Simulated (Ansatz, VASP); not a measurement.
## Be: VASP beside Ansatz

The input INCAR:

```
PREC     = Accurate       # precision mode
ENCUT    = 600            # plane-wave cutoff, eV
EDIFF    = 1E-6           # SCF threshold, eV
ISMEAR   = 0              # smearing method
SIGMA    = 0.1            # smearing width, eV
LREAL    = False          # projectors in reciprocal space
LASPH    = True           # aspherical terms in the spheres
NELM     = 100            # most SCF steps
ALGO     = Normal         # electronic algorithm
ISIF     = 3              # what is computed and relaxed
LWAVE    = False          # write WAVECAR
LCHARG   = False          # write CHGCAR
GGA      = PE             # functional
IBRION   = 2              # ionic algorithm
NSW      = 100            # ionic steps
EDIFFG   = -0.005         # ionic threshold
```

The input KPOINTS:

```
Automatic mesh
0
Gamma
  12 12 18
```

Contents of POSCAR:

```
Be
1.0
    3.7468140000      0.0000000000      0.0000000000
    0.0000000000      3.7468140000      0.0000000000
    0.0000000000      0.0000000000      2.2812800000
Be
4
Direct
    0.2974080000      0.2974080000      0.0000000000
    0.7025920000      0.7025920000      0.0000000000
    0.2025920000      0.7974080000      0.5000000000
    0.7974080000      0.2025920000      0.5000000000
```

Input for Ansatz:

```yaml
crystal:
  lattice:
    - [3.746814, 0.0, 0.0]
    - [0.0, 3.746814, 0.0]
    - [0.0, 0.0, 2.28128]
  atoms:
    - { symbol: Be, position: [0.297408, 0.297408, 0.0] }
    - { symbol: Be, position: [0.702592, 0.702592, 0.0] }
    - { symbol: Be, position: [0.202592, 0.797408, 0.5] }
    - { symbol: Be, position: [0.797408, 0.202592, 0.5] }
basis:
  ecutwfc: 420
kpoints:
  mp_grid: { grid: [12, 12, 18] }
hamiltonian:
  xc: pbe
scf:
  occupations: { method: gaussian, width: 0.1 }
output:
  forces: true
  stress: true
  eigenvalues: true
relax:
  adjacent_minimum: "off"
  f_tol: 0.005
  max_steps: 80
  cell: { stress_tol: 0.05 }
```

Alike in both runs: task relaxation of cell and atoms; functional PBE; k mesh 12 × 12 × 18; occupations gaussian, width 0.1 eV; no spin polarisation.

|  | VASP | Ansatz |
| --- | --- | --- |
| version | VASP 6.6.1 | Ansatz 0.2.0 |
| potentials or method | VASP PAW PBE potentials, release 64 (Be), cutoff 600 eV | scalar-relativistic, plane waves, PAW |
| valence electrons in the cell | 8 | 8 |

|  | VASP | Ansatz | Ansatz less VASP |
| --- | --- | --- | --- |
| gap on the k mesh at the Fermi level, each at its own relaxed structure (eV) | none | none | - |
| relaxed volume (Å³/atom) | 8.03 | 8.02 | -0.011 |
| relaxed cell length with the largest relative difference (Å) | 3.764 | 3.762 | -0.0018 |

A gap of «none» marks a metal or a gap that the smearing closes.
